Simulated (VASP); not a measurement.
# Hf (P6_3/mmc) in VASP: settings compared, part 2 of 3

VASP 6.6.1.

### 4 Single point, BLYP+D3(BJ), non-collinear spin, zero start, spin-orbit coupling

The input, INCAR:

```
AGGAC = 1.0 ; AGGAX = 1.0
ALDAC = 0.0 ; ALDAX = 1.0
ALGO = Normal ; EDIFF = 1E-6
ENCUT = 520 ; GGA = B5
GGA_COMPAT = F ; ISIF = 2
ISMEAR = 1 ; IVDW = 12
LASPH = T ; LCHARG = T
LMAXMIX = 4 ; LORBIT = 11
LORBMOM = T ; LREAL = F
LSORBIT = T ; LVHAR = T
LWAVE = F ; MAGMOM = 0 0 0 0 0 0
NBANDS = 32 ; NELM = 150
PREC = Accurate ; SIGMA = 0.2
VDW_A1 = 0.4298 ; VDW_A2 = 4.2359
VDW_S6 = 1.0 ; VDW_S8 = 2.6996
```

The input, KPOINTS:

```
k-points
0
Gamma
  7 7 4
```

The input, POSCAR:

```
Hf
1.0
    3.1967000000      0.0000000000      0.0000000000
   -1.5983500000      2.7684234083      0.0000000000
    0.0000000000      0.0000000000      5.0578000000
Hf
2
Direct
    0.6666666667      0.3333333333      0.7500000000
    0.3333333333      0.6666666667      0.2500000000
```

Potentials or basis: VASP PAW PBE potentials, release 64 (Hf_pv).

Launch:

```sh
> cat potpaw_PBE.64/Hf_pv/POTCAR > POTCAR
> mpirun -np 1 vasp_ncl > vasp.out
```

OUTCAR:

```text
EDIFF = 1E-6
   ENCUT = 520
   GGA = B5
   ISIF = 2
   ISMEAR = 1
   IVDW = 12
   LASPH = T
   LORBIT = 11
   LREAL = F
   LSORBIT = T
   NELM = 150
   PREC = Accurate
 IVDW          = 12

 ion  position               nearest neighbor table
   1  0.667  0.333  0.750-   2 3.13   2 3.13   2 3.13   2 3.13   2 3.13   2 3.13
   2  0.333  0.667  0.250-   1 3.13   1 3.13   1 3.13   1 3.13   1 3.13   1 3.13

  LATTYP: Found a hexagonal cell.
 ALAT       =     3.1967000000
 C/A-ratio  =     1.5821941377

  Lattice vectors:

 A1 = (   3.1967000000,   0.0000000000,   0.0000000000)
 A2 = (  -1.5983500000,   2.7684234083,   0.0000000000)
 A3 = (   0.0000000000,   0.0000000000,   5.0578000000)

Analysis of symmetry for initial positions (statically):
=====================================================================
 Subroutine PRICEL returns:
 Original cell was already a primitive cell.

 Routine SETGRP: Setting up the symmetry group for a
 hexagonal supercell.

 Subroutine GETGRP returns: Found 24 space group operations
 (whereof 12 operations were pure point group operations)
 out of a pool of 24 trial point group operations.

The static configuration has the point symmetry D_3d.
 The point group associated with its full space group is D_6h.

Analysis of symmetry for dynamics (positions and initial velocities):
=====================================================================
 Subroutine PRICEL returns:
 Original cell was already a primitive cell.

 Routine SETGRP: Setting up the symmetry group for a
 hexagonal supercell.

 Subroutine GETGRP returns: Found 24 space group operations
 (whereof 12 operations were pure point group operations)
 out of a pool of 24 trial point group operations.

The dynamic configuration has the point symmetry D_3d.
 The point group associated with its full space group is D_6h.

Analysis of structural, dynamic, and magnetic symmetry:
=====================================================================
 Subroutine PRICEL returns:
 Original cell was already a primitive cell.

 Routine SETGRP: Setting up the symmetry group for a
 hexagonal supercell.

 Subroutine GETGRP returns: Found 24 space group operations
 (whereof 12 operations were pure point group operations)
 out of a pool of 24 trial point group operations.

The overall configuration has the point symmetry D_3d.
 The point group associated with its full space group is D_6h.

 Subroutine INISYM returns: Found 24 space group operations
 (whereof 12 operations are pure point group operations),
 and found     1 'primitive' translations

----------------------------------------------------------------------------------------

                                     Primitive cell

  volume of cell :      44.7606

  direct lattice vectors                    reciprocal lattice vectors
     3.196700000  0.000000000  0.000000000     0.312822598  0.180608211  0.000000000
    -1.598350000  2.768423408  0.000000000     0.000000000  0.361216423  0.000000000
[... 988 lines left out ...]

 E8    (eV) :    -1.8090

  FORCE on cell =-STRESS in cart. coord.  units (eV):
  Direction    XX          YY          ZZ          XY          YZ          ZX
  --------------------------------------------------------------------------------------
  -------------------------------------------------------------------------------------
  Total      -1.43179    -1.43179    -1.29464     0.00000     0.00000     0.00000
  in kB     -51.25000   -51.25000   -46.34063     0.00000     0.00000     0.00000
  external pressure =      -49.61 kB  Pullay stress =        0.00 kB

 VOLUME and BASIS-vectors are now :
 -----------------------------------------------------------------------------
  energy-cutoff  :      520.00
  volume of cell :       44.76
      direct lattice vectors                 reciprocal lattice vectors
     3.196700000  0.000000000  0.000000000     0.312822598  0.180608211  0.000000000
    -1.598350000  2.768423408  0.000000000     0.000000000  0.361216423  0.000000000
     0.000000000  0.000000000  5.057800000     0.000000000  0.000000000  0.197714421

 POSITION                                       TOTAL-FORCE (eV/Angst)
 -----------------------------------------------------------------------------------
      1.59835      0.92281      3.79335        -0.000000     -0.000000     -0.000000
     -0.00000      1.84562      1.26445         0.000000      0.000000      0.000000
 -----------------------------------------------------------------------------------
    total drift:                               -0.000000      0.000000     -0.000000

  FREE ENERGIE OF THE ION-ELECTRON SYSTEM (eV)
  ---------------------------------------------------
  free  energy   TOTEN  =       -20.8501709414 eV

  energy  without entropy=      -20.8537661057  energy(sigma->0) =      -20.85136933

 orbital moment (x)

 # of ion     p       d       tot
 ----------------------------------------
  1         0.000   0.000   0.000
  2        -0.000   0.000  -0.000
 ----------------------------------------
           -0.000   0.000  -0.000

 orbital moment (y)

 # of ion     p       d       tot
 ----------------------------------------
  1         0.000  -0.000   0.000
  2         0.000  -0.000   0.000
 ----------------------------------------
            0.000  -0.000   0.000

 orbital moment (z)

 # of ion     p       d       tot
 ----------------------------------------
  1         0.000   0.000   0.000
  2         0.000   0.000   0.000
 ----------------------------------------
            0.000   0.000   0.000

 Spin-Orbit-Coupling matrix elements

 Ion:    1  E_soc:     -1.3696583
 l=   1
     0.0000000    -0.2193727    -0.2197439
    -0.2193727     0.0000000    -0.2193727
    -0.2197439    -0.2193727     0.0000000
 l=   2
     0.0000000    -0.0015197     0.0000000    -0.0015197    -0.0074520
    -0.0015197     0.0000000    -0.0055157    -0.0017779    -0.0015197
     0.0000000    -0.0055157     0.0000000    -0.0055157     0.0000000
    -0.0015197    -0.0017779    -0.0055157     0.0000000    -0.0015197
    -0.0074520    -0.0015197     0.0000000    -0.0015197     0.0000000
 l=   3
     0.0000000     0.0000000     0.0000000     0.0000000     0.0000000     0.0000000     0.0000000
     0.0000000     0.0000000     0.0000000     0.0000000     0.0000000     0.0000000     0.0000000
     0.0000000     0.0000000     0.0000000     0.0000000     0.0000000     0.0000000     0.0000000
     0.0000000     0.0000000     0.0000000     0.0000000     0.0000000     0.0000000     0.0000000
     0.0000000     0.0000000     0.0000000     0.0000000     0.0000000     0.0000000     0.0000000
     0.0000000     0.0000000     0.0000000     0.0000000     0.0000000     0.0000000     0.0000000
     0.0000000     0.0000000     0.0000000     0.0000000     0.0000000     0.0000000     0.0000000

 Ion:    2  E_soc:     -1.3696583
 l=   1
     0.0000000    -0.2193727    -0.2197439
    -0.2193727     0.0000000    -0.2193727
    -0.2197439    -0.2193727     0.0000000
 l=   2
     0.0000000    -0.0015197     0.0000000    -0.0015197    -0.0074520
    -0.0015197     0.0000000    -0.0055157    -0.0017779    -0.0015197
     0.0000000    -0.0055157     0.0000000    -0.0055157     0.0000000
    -0.0015197    -0.0017779    -0.0055157     0.0000000    -0.0015197
    -0.0074520    -0.0015197     0.0000000    -0.0015197     0.0000000
 l=   3
     0.0000000     0.0000000     0.0000000     0.0000000     0.0000000     0.0000000     0.0000000
     0.0000000     0.0000000     0.0000000     0.0000000     0.0000000     0.0000000     0.0000000
     0.0000000     0.0000000     0.0000000     0.0000000     0.0000000     0.0000000     0.0000000
     0.0000000     0.0000000     0.0000000     0.0000000     0.0000000     0.0000000     0.0000000
     0.0000000     0.0000000     0.0000000     0.0000000     0.0000000     0.0000000     0.0000000
     0.0000000     0.0000000     0.0000000     0.0000000     0.0000000     0.0000000     0.0000000
     0.0000000     0.0000000     0.0000000     0.0000000     0.0000000     0.0000000     0.0000000

 total charge

# of ion       s       p       d       tot
------------------------------------------
    1        0.389   6.441   1.608   8.437
    2        0.389   6.441   1.608   8.437
--------------------------------------------------
tot          0.778  12.882   3.215  16.875

 magnetization (x)

# of ion       s       p       d       tot
------------------------------------------
    1       -0.000   0.000   0.000  -0.000
    2       -0.000   0.000   0.000  -0.000
--------------------------------------------------
tot         -0.000   0.000   0.000  -0.000

 magnetization (y)

# of ion       s       p       d       tot
------------------------------------------
    1        0.000  -0.000   0.000  -0.000
    2        0.000  -0.000   0.000  -0.000
--------------------------------------------------
tot          0.000  -0.000   0.000  -0.000

 magnetization (z)

# of ion       s       p       d       tot
------------------------------------------
    1        0.000   0.000   0.000   0.000
    2        0.000   0.000   0.000   0.000
--------------------------------------------------
tot          0.000   0.000   0.000   0.000
```

stdout:

```text
POSCAR found type information on POSCAR Hf
 POSCAR found :  1 types and       2 ions
 scaLAPACK will be used
 -----------------------------------------------------------------------------
|                                                                             |
|                                                                             |
|     You enforced a specific xc type in the INCAR file but a different       |
|     I HOPE YOU KNOW WHAT YOU ARE DOING!                                     |
|                                                                             |
 -----------------------------------------------------------------------------

 LDA part: xc-table for (Slater(with rela. corr.)+VWN5), standard interpolation
 POSCAR, INCAR and KPOINTS ok, starting setup
 FFT: planning ... GRIDC
 FFT: planning ... GRID_SOFT
 FFT: planning ... GRID
 WAVECAR not read
 entering main loop
```

Wall time 58 s (1 thread of Intel Xeon Platinum 8488C (Sapphire Rapids), shared host); peak memory 0.28 GiB.

What came out:

* Free energy: -20.8502 eV
* Pressure: -5.0 GPa
* Net moment: 0.00 μB per cell
* Valence electrons inside the program's atomic spheres: Hf 8.44
* Dispersion energy per atom: -1.125 eV

Stress tensor (GPa, compression positive):
```
-5.12  0.00  0.00
 0.00 -5.12  0.00
 0.00  0.00 -4.63
```

Moments on the atoms (μB; x, y, z):
```
Hf  0.00 0.00 0.00
Hf  0.00 0.00 0.00
```

Caveat: the cell stands under tension; the dispersion term is far too large for a dense solid, which distorts pressure and volume; the PAW data sets were made with another functional, which shifts forces and pressure a little.

(Part 2 of 3 ends here.)
